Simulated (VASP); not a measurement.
A run of VASP 6.6.1 is set up as follows.

The input INCAR:

```
ALGO = Normal
EDIFF = 1E-7
EDIFFG = -0.01
ENCUT = 500
GGA = PS
GGA_COMPAT = False
IBRION = 2
ISIF = 4
ISMEAR = 0
IVDW = 12
LASPH = True
LCHARG = False
LREAL = False
LWAVE = False
NELM = 120
NELMIN = 4
NSW = 50
PREC = Accurate
SIGMA = 0.02
```

The input KPOINTS:

```
k-points
0
Gamma
  12 12 6
```

POSCAR

```
HfS2
1.0
    3.6264764371      0.0000000000      0.0000000000
   -1.8132382186      3.1406207207      0.0000000000
    0.0000000000      0.0000000000      5.8707676220
Hf S
1 2
Direct
    0.0000000000      0.0000000000      0.0000000000
    0.6666666667      0.3333333333      0.7494299245
    0.3333333333      0.6666666667      0.2505700755
```

Potentials or basis: VASP PAW PBE potentials, release 64 (Hf_pv, S).

The run is started by

```sh
$ cat potpaw_PBE.64/Hf_pv/POTCAR potpaw_PBE.64/S/POTCAR > POTCAR
$ mpirun -np 1 vasp_std > vasp.out
```

Task: Predict the band gap on the k mesh.

Result: 0.96 eV (least direct gap 1.82 eV).

Task: What does it give for the dispersion energy per atom?

Result: -0.304 eV.

Final structure:
```
Hf S
1.0
     3.59244    0.00000    0.00000
    -1.79622    3.11114    0.00000
     0.00000    0.00000    5.98256
Hf S
1 2
Direct
  0.00000 0.00000 0.00000
  0.66667 0.33333 0.75812
  0.33333 0.66667 0.24188
```

Caveat: spin-orbit coupling is left out, which moves the levels of the heavy elements. A k mesh can miss the band edges.
